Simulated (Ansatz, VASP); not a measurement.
# One calculation of AlGaN2, two programs

Contents of POSCAR:

```
AlGaN2
1.0
    3.2169895805      0.0000000000      0.0000000000
    0.0000000000      3.2169895805      0.0000000000
    0.0000000000      0.0000000000      4.6434745640
Al Ga N
1 1 2
Direct
    0.5000000000      0.5000000000      0.5000000000
    0.0000000000      0.0000000000      0.0000000000
    0.5000000000      0.0000000000      0.7390831705
    0.0000000000      0.5000000000      0.2609168295
```

File INCAR.step1:

```
SYSTEM = AlGaN2
ALGO     = Normal         ! electronic algorithm
EDIFF    = 1E-4           ! SCF threshold, eV
ENCUT    = 520            ! plane-wave cutoff, eV
GGA      = PE             ! functional
ISMEAR   = 0              ! smearing method
LASPH    = .True.         ! aspherical terms in the spheres
LCHARG   = .False.        ! write CHGCAR
LREAL    = .False.        ! projectors in reciprocal space
LWAVE    = .True.         ! write WAVECAR
NBANDS   = 21             ! bands
NELM     = 100            ! most SCF steps
PREC     = Accurate       ! precision mode
SIGMA    = 0.05           ! smearing width, eV
```

Contents of INCAR.step2:

```
SYSTEM = AlGaN2
ALGO     = Normal         ! electronic algorithm
EDIFF    = 1E-6           ! SCF threshold, eV
ENCUT    = 520            ! plane-wave cutoff, eV
ISIF     = 2              ! what is computed and relaxed
ISMEAR   = 0              ! smearing method
ISTART   = 1            
LASPH    = .True.         ! aspherical terms in the spheres
LCHARG   = .False.        ! write CHGCAR
LMIXTAU  = .True.       
LREAL    = .False.        ! projectors in reciprocal space
LWAVE    = .False.        ! write WAVECAR
METAGGA  = R2SCAN         ! meta-GGA
NBANDS   = 21             ! bands
NELM     = 100            ! most SCF steps
PREC     = Accurate       ! precision mode
SIGMA    = 0.05           ! smearing width, eV
```

KPOINTS

```
k-points
0
Gamma
  8 8 6
  0 0 0
```

Input for Ansatz:

```yaml
crystal:
  lattice:
    - [3.2169895805, 0.0, 0.0]
    - [0.0, 3.2169895805, 0.0]
    - [0.0, 0.0, 4.643474564]
  atoms:
    - { symbol: Al, position: [0.5, 0.5, 0.5] }
    - { symbol: Ga, position: [0.0, 0.0, 0.0] }
    - { symbol: "N", position: [0.5, 0.0, 0.7390831705] }
    - { symbol: "N", position: [0.0, 0.5, 0.2609168295] }
basis:
  ecutwfc: 500
kpoints:
  mp_grid: { grid: [8, 8, 6] }
hamiltonian:
  xc: r2scan
scf:
  occupations: { method: gaussian, width: 0.05 }
output:
  forces: true
  stress: true
  eigenvalues: true
```

Change from the starting cell: strain +0.025 along x and y, +0.050 along z, atoms carried along.

Alike in both runs: task single point; functional r2SCAN; k mesh 8 × 8 × 6; occupations gaussian, width 0.05 eV; no spin polarisation.

|  | VASP | Ansatz |
| --- | --- | --- |
| version | VASP 6.6.1 | Ansatz 0.2.0 |
| potentials or method | VASP PAW PBE potentials, release 64 (Al, Ga_d, N), cutoff 520 eV | scalar-relativistic, plane waves, PAW |
| valence electrons in the cell | 26 | 26 |

|  | VASP | Ansatz | Ansatz less VASP |
| --- | --- | --- | --- |
| gap on the k mesh at the Fermi level (eV) | 2.60 | 2.59 | -0.010 |
| least direct gap on the mesh (eV) | 2.60 | 2.59 | -0.010 |
| pressure (GPa) | -16.1 | -16.3 | -0.21 |
| traceless stress, the component that is largest in VASP (GPa) | -2.20 | -2.30 | -0.109 |
| rms of the force components (eV/Å) | 0.020 | 0.011 | -0.0083 |

VASP's potentials were made for PBE, not for r2SCAN. Atom by atom the forces differ by 0.031 eV/Å (rms over components).
